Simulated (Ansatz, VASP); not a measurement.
AlNi3 in VASP and in Ansatz

```
Ni Al
1.0
     3.52305    0.00000    0.00000
     0.00000    3.52305    0.00000
     0.00000    0.00000    3.52305
Ni Al
3 1
Direct
  0.50000 0.50000 0.00000
  0.50000 0.00000 0.50000
  0.00000 0.50000 0.50000
  0.00000 0.00000 0.00000
```

Alike in both runs: task single point; functional PBE; k mesh 8 × 8 × 8; occupations fermi-dirac, width 0.05 eV; collinear spin.

```csv
,VASP,Ansatz
version,VASP 6.6.1,Ansatz 0.2.0
potentials or method,"VASP PAW PBE potentials, release 64 (Ni, Al)",Ansatz PAW
plane-wave cutoff (eV),520,420
valence electrons in the cell,33,57
```

```tsv
	VASP	Ansatz	Ansatz less VASP
gap on the k mesh at the Fermi level (eV)	none	none	-
pressure (GPa)	7.3	7.3	+0.04
net moment per atom (μB)	0.17	0.18	+0.008
size of the moment on the site where the two differ most (μB)	0.24	0.26	+0.023
```

Site moments also hang on the region over which each program counts them. A gap of «none» marks a metal or a gap that the smearing closes. VASP's potentials hold 33 valence electrons a cell and Ansatz's 57, so a difference there can come from the potentials and not from the codes.
